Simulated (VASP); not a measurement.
Write the native input for VASP 6.6.1 that does the following.

| Property | Result |
| --- | --- |
| Task | single point |
| Functional | PBE |
| Potentials or basis | VASP PAW PBE potentials, release 64 (F) |
| Cutoff | 520 eV |
| k mesh | 9 × 9 × 4 |
| Occupations | fermi-dirac, width 0.05 eV |
| Spin | no spin polarisation |
| Dipole correction | no |
| Further INCAR settings | ALGO = Normal; EDIFF = 1e-06; NBANDS = 22 |

The structure of F lies in POSCAR:

```
F
1.0
    2.9354873665     -1.7686438541      0.1418586305
    2.9354873665      1.7686438541      0.1418586305
   -1.2711381207      0.0000000000      6.5392537940
F
4
Direct
    0.9236106942      0.5862237664      0.0928428741
    0.4137762336      0.0763893058      0.4071571259
    0.0763893058      0.4137762336      0.9071571259
    0.5862237664      0.9236106942      0.5928428741
```

This cell differs from its parent crystal: volume scaled by 0.88.

The input as run:

INCAR

```
PREC = Accurate
ENCUT = 520
EDIFF = 1E-6
ISMEAR = -1
SIGMA = 0.05
LREAL = False
LASPH = True
NELM = 80
ALGO = Normal
ISIF = 2
LWAVE = False
LCHARG = False
GGA = PE
NBANDS = 22
```

KPOINTS

```
regular mesh
0
Gamma
  9 9 4
```

Potentials or basis: VASP PAW PBE potentials, release 64 (F).

Command:

```console
$ cat potpaw_PBE.64/F/POTCAR > POTCAR
$ mpirun -np 1 vasp_std > vasp.out
```

It gave:

* Pressure: 6.2 GPa
* Largest force: 2.928 eV/Å
* Band gap on the k mesh: 3.70 eV, indirect (least direct gap 3.73 eV)

Caveat: forces of over 1 eV/Å act on the atoms, so gaps and moduli don't describe the material at rest.

Wall time 2.1 min on 1 thread of Intel Xeon 6975P-C, with other jobs on the host, peak memory 0.24 GiB.
